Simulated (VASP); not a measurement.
# Zr (Fm-3m) in VASP: single point with LDA

Aim: the single point of Zr with LDA.

Everything below comes from runs of VASP 6.6.1. Logs are shortened: lines on timing, memory, paths and dates and some standing lists are left out, and cuts for length are marked.

## (1) The cell of the first run

It takes space group Fm-3m (No. 225, cubic). Conventional cell: a = 7.051 Å, b = 7.051 Å, c = 7.051 Å, α = 90.00°, β = 90.00°, γ = 90.00°.

## (2) Single point, LDA

INCAR reads:

```
SYSTEM = Zr
ALGO = Normal
EDIFF = 1E-6
ENCUT = 500
GGA_COMPAT = .FALSE.
ISIF = 2
ISMEAR = -1
LASPH = .TRUE.
LCHARG = .FALSE.
LREAL = .FALSE.
LWAVE = .FALSE.
NBANDS = 12
NELM = 120
PREC = Accurate
SIGMA = 0.1
```

KPOINTS reads:

```
k-points
0
G
  6 6 6
  0 0 0
```

POSCAR reads:

```
Zr
1.0
    0.0000000000      3.5255800000      3.5255800000
    3.5255800000      0.0000000000      3.5255800000
    3.5255800000      3.5255800000      0.0000000000
Zr
1
Direct
    0.5000000000      0.5000000000      0.5000000000
```

Potentials or basis: VASP PAW LDA potentials, release 64 (Zr_sv).

Started as:

```
cat potpaw_LDA.64/Zr_sv/POTCAR > POTCAR
mpirun -np 1 vasp_std > vasp.out
```

OUTCAR:

```text
SYSTEM = Zr
   EDIFF = 1E-6
   ENCUT = 500
   ISIF = 2
   ISMEAR = -1
   LASPH = .TRUE.
   LREAL = .FALSE.
   NELM = 120
   PREC = Accurate

 ion  position               nearest neighbor table
   1  0.500  0.500  0.500-

  LATTYP: Found a face centered cubic cell.
 ALAT       =     7.0511600000

  Lattice vectors:

 A1 = (   0.0000000000,   3.5255800000,   3.5255800000)
 A2 = (   3.5255800000,   0.0000000000,   3.5255800000)
 A3 = (   3.5255800000,   3.5255800000,   0.0000000000)

Analysis of symmetry for initial positions (statically):
=====================================================================
 Subroutine PRICEL returns:
 Original cell was already a primitive cell.

 Routine SETGRP: Setting up the symmetry group for a
 face centered cubic supercell.

 Subroutine GETGRP returns: Found 48 space group operations
 (whereof 48 operations were pure point group operations)
 out of a pool of 48 trial point group operations.

The static configuration has the point symmetry O_h .

Analysis of symmetry for dynamics (positions and initial velocities):
=====================================================================
 Subroutine PRICEL returns:
 Original cell was already a primitive cell.

 Routine SETGRP: Setting up the symmetry group for a
 face centered cubic supercell.

 Subroutine GETGRP returns: Found 48 space group operations
 (whereof 48 operations were pure point group operations)
 out of a pool of 48 trial point group operations.

The dynamic configuration has the point symmetry O_h .

 Subroutine INISYM returns: Found 48 space group operations
 (whereof 48 operations are pure point group operations),
 and found     1 'primitive' translations

----------------------------------------------------------------------------------------

                                     Primitive cell

  volume of cell :      87.6439

  direct lattice vectors                    reciprocal lattice vectors
     0.000000000  3.525580000  3.525580000    -0.141820637  0.141820637  0.141820637
     3.525580000  0.000000000  3.525580000     0.141820637 -0.141820637  0.141820637
     3.525580000  3.525580000  0.000000000     0.141820637  0.141820637 -0.141820637

  length of vectors
     4.985923051  4.985923051  4.985923051     0.245640548  0.245640548  0.245640548

  position of ions in fractional coordinates (direct lattice)
     0.500000000  0.500000000  0.500000000

  ion indices of the primitive-cell ions
   primitive index   ion index
                 1           1

----------------------------------------------------------------------------------------

 KPOINTS: k-points

Automatic generation of k-mesh.
 Grid dimensions read from file:
 generate k-points for:    6    6    6

 Generating k-lattice:

  Cartesian coordinates                     Fractional coordinates (reciprocal lattice)
    -0.023636773  0.023636773  0.023636773     0.166666667  0.000000000  0.000000000
     0.023636773 -0.023636773  0.023636773     0.000000000  0.166666667  0.000000000
     0.023636773  0.023636773 -0.023636773     0.000000000  0.000000000  0.166666667

  Length of vectors
     0.040940091  0.040940091  0.040940091

  Shift w.r.t. Gamma in fractional coordinates (k-lattice)
     0.000000000  0.000000000  0.000000000

 Subroutine IBZKPT returns following result:
 ===========================================

 Found     16 irreducible k-points:

 Following reciprocal coordinates:
            Coordinates               Weight
  0.000000  0.000000  0.000000      1.000000
  0.166667  0.000000  0.000000      8.000000
  0.333333  0.000000  0.000000      8.000000
  0.500000  0.000000  0.000000      4.000000
  0.166667  0.166667  0.000000      6.000000
  0.333333  0.166667  0.000000     24.000000
[... 8 lines left out ...]
 -0.333333  0.333333  0.166667     24.000000
 -0.333333  0.500000  0.166667     12.000000
   k-points           NKPTS =     16   k-points in BZ     NKDIM =     16   number of bands    NBANDS=     12
   number of dos      NEDOS =    301   number of ions     NIONS =      1
   total plane-waves  NPLWV =  46656
   dimension x,y,z NGX =    36 NGY =   36 NGZ =   36
   dimension x,y,z NGXF=    72 NGYF=   72 NGZF=   72
   ions per type =               1
   NGX,Y,Z   is equivalent  to a cutoff of  12.00, 12.00, 12.00 a.u.
   NGXF,Y,Z  is equivalent  to a cutoff of  24.01, 24.01, 24.01 a.u.
 SYSTEM =  Zr
   PREC   = accura    normal or accurate (medium, high low for compatibility)
   ISTART =      0    job   : 0-new  1-cont  2-samecut
   ICHARG =      2    charge: 1-file 2-atom 10-const
   ISPIN  =      1    spin polarized calculation?
   LNONCOLLINEAR =      F non collinear calculations
   LSORBIT =      F    spin-orbit coupling
   LASPH  =      T    aspherical Exc in radial PAW
   ENCUT  =  500.0 eV  36.75 Ry    6.06 a.u.   9.09  9.09  9.09*2*pi/ulx,y,z
   NELM   =    120;   NELMIN=  2; NELMDL= -5     # of ELM steps
   EDIFF  = 0.1E-05   stopping-criterion for ELM
   LREAL  =      F    real-space projection
   EDIFFG = 0.1E-04   stopping-criterion for IOM
   NSW    =      0    number of steps for IOM
   IBRION =     -1    ionic relax: 0-MD 1-quasi-New 2-CG
   NFREE  =      0    steps in history (QN), initial steepest desc. (CG)
   ISIF   =      2    stress and relaxation
   ISYM   =      2    0-nonsym 1-usesym 2-fastsym
   POTIM  = 0.5000    time-step for ionic-motion
   TEBEG  =    0.0;   TEEND  =   0.0 temperature during run
   PSTRESS=    0.0 pullay stress
   NELECT =      12.0000    total number of electrons
   NUPDOWN=      -1.0000    fix difference up-down
   EMIN   =  10.00;   EMAX   =-10.00  energy-range for DOS
   EFERMI =   0.00;   METHOD = LEGACY
   ISMEAR =    -1;   SIGMA  =   0.10  broadening in eV -4-tet -1-fermi 0-gaus
   EFERMI_NEDOS =   21; number of points for ismear=-14 and -15
   IALGO  =     38    algorithm
   IMIX   =      4    mixing-type and parameters
     AMIX     =   0.40;   BMIX     =  1.00
     AMIX_MAG =   1.60;   BMIX_MAG =  1.00
  volume/ion in A,a.u.               =      87.64       591.45
  Fermi-wavevector in a.u.,A,eV,Ry     =   0.843778  1.594509  9.686813  0.711961
  Thomas-Fermi vector in A             =   1.958700
   LORBIT       =      0    0 simple, 1 ext, 2 COOP (PROOUT), +10 PAW based schemes
   GGA     = CA    functional components
   LHFCALC =     F    Hartree Fock is set to
   AEXX    =    0.0000 exact exchange contribution
   IVDW    =     0    specifies the selected vdW correction
   LEPSILON=     F    determine dielectric tensor
   LRPA    =     F    only Hartree local field effects (RPA)
 non-spin polarized calculation
  energy-cutoff  :      500.00
  volume of cell :       87.64
 maximum number of plane-waves:      2252
   NGX = 19   NGY = 19   NGZ = 19

 number of electron      11.9999999 magnetization

 Free energy of the ion-electron system (eV)
  ---------------------------------------------------
  ext. energy  EPLUGINS =         0.00000000
  ---------------------------------------------------
  free energy    TOTEN  =        -3.49446603 eV

  energy without entropy =       -3.22885743  energy(sigma->0) =       -3.36166173

 E-fermi :  -0.0158     XC(G=0):  -6.3887

 val. band max:       -0.0316287308   @ k =  -0.1667   0.1667   0.0000
 cond. band min:      -0.0131819720   @ k =  -0.3333   0.3333   0.1667
 fundamental gap:      0.0184467588
 Fermi energy:        -0.0158121468

 k-point     1 :       0.0000    0.0000    0.0000
  band No.  band energies     occupation
      1     -50.4647      2.00000
      2     -28.5313      2.00000
      3     -28.5313      2.00000
      4     -28.5313      2.00000
      5      -2.5835      2.00000
      6       0.1161      0.42198
      7       0.1161      0.42198
      8       0.1161      0.42198
      9       0.4232      0.02449
     10       0.4232      0.02449
     11       6.6066      0.00000
     12       6.6066      0.00000

 k-point     2 :       0.1667    0.0000    0.0000
  band No.  band energies     occupation
      1     -50.4646      2.00000
      2     -28.5324      2.00000
      3     -28.5315      2.00000
      4     -28.5315      2.00000
      5      -2.3145      2.00000
      6       0.0521      0.67281
      7       0.1670      0.27693
      8       0.1670      0.27693
      9       0.4156      0.02639
     10       0.4156      0.02639
     11       4.8201      0.00000
     12       6.4000      0.00000

 k-point     3 :       0.3333    0.0000    0.0000
  band No.  band energies     occupation
      1     -50.4646      2.00000
      2     -28.5347      2.00000
      3     -28.5319      2.00000
      4     -28.5319      2.00000
      5      -1.6039      2.00000
      6       0.0204      0.82067
      7       0.1504      0.31908
      8       0.1504      0.31908
      9       0.5458      0.00725
     10       0.5458      0.00725
     11       2.5146      0.00000
     12       5.9066      0.00000
[... 166 lines left out ...]
 k-point    15 :      -0.3333    0.3333    0.1667
  band No.  band energies     occupation
      1     -50.4645      2.00000
      2     -28.5349      2.00000
      3     -28.5338      2.00000
      4     -28.5327      2.00000
      5      -0.4664      1.97815
      6      -0.1388      1.54759
      7      -0.0132      0.98685
      8       0.3463      0.05209
      9       0.6140      0.00367
     10       0.8986      0.00021
     11       1.8591      0.00000
     12       3.1800      0.00000

 k-point    16 :      -0.3333    0.5000    0.1667
  band No.  band energies     occupation
      1     -50.4645      2.00000
      2     -28.5350      2.00000
      3     -28.5338      2.00000
      4     -28.5332      2.00000
      5      -0.3750      1.94640
      6      -0.2262      1.78256
      7       0.1441      0.33615
      8       0.3968      0.03179
      9       0.7182      0.00130
     10       1.0084      0.00007
     11       1.8370      0.00000
     12       3.0035      0.00000

------------------------ aborting loop because EDIFF is reached ----------------------------------------

  FORCE on cell =-STRESS in cart. coord.  units (eV):
  Direction    XX          YY          ZZ          XY          YZ          ZX
  --------------------------------------------------------------------------------------
  -------------------------------------------------------------------------------------
  Total       -3.8726203     -3.8726203     -3.8726203      0.0000000      0.0000000      0.0000000
  in kB      -70.7935656    -70.7935656    -70.7935656      0.0000000      0.0000000      0.0000000
  external PRESSURE =     -70.7935656 kB  Pullay stress =       0.0000000 kB

 VOLUME and BASIS-vectors are now :
 -----------------------------------------------------------------------------
  energy-cutoff  :      500.00
  volume of cell :       87.64
      direct lattice vectors                 reciprocal lattice vectors
     0.000000000  3.525580000  3.525580000    -0.141820637  0.141820637  0.141820637
     3.525580000  0.000000000  3.525580000     0.141820637 -0.141820637  0.141820637
     3.525580000  3.525580000  0.000000000     0.141820637  0.141820637 -0.141820637

 POSITION                                       TOTAL-FORCE (eV/Angst)
 -----------------------------------------------------------------------------------
      3.52558      3.52558      3.52558         0.000000     -0.000000     -0.000000
 -----------------------------------------------------------------------------------
    total drift:                                0.000000      0.000000      0.000000

  FREE ENERGIE OF THE ION-ELECTRON SYSTEM (eV)
  ---------------------------------------------------
  free  energy   TOTEN  =        -3.4944660307 eV

  energy  without entropy=       -3.2288574329  energy(sigma->0) =       -3.36166173
```

It took 15 s on 1 thread of AMD EPYC 7R43 (Zen 3), shared host; peak memory 0.13 GiB.

What came out:

* Free energy: -3.4945 eV
* Pressure: -7.1 GPa
* Band gap on the k mesh: zero (band 6 reaches 0.12 eV, above the bottom of band 7 at -0.01 eV)

Levels at points of the mesh, in eV from the Fermi level:
| k point | band 2 | band 3 | band 4 | band 5 | band 6 | band 7 | band 8 | band 9 | band 10 | band 11 |
| --- | --- | --- | --- | --- | --- | --- | --- | --- | --- | --- |
| (0.00, 0.00, 0.00) | -28.52 | -28.52 | -28.52 | -2.57 | 0.13 | 0.13 | 0.13 | 0.44 | 0.44 | 6.62 |
| (0.50, 0.00, 0.00) | -28.52 | -28.52 | -28.52 | -1.09 | 0.13 | 0.13 | 0.48 | 0.67 | 0.67 | 1.00 |
| (0.50, 0.50, 0.00) | -28.52 | -28.52 | -28.52 | -0.62 | -0.32 | 0.66 | 0.73 | 0.73 | 0.97 | 1.19 |
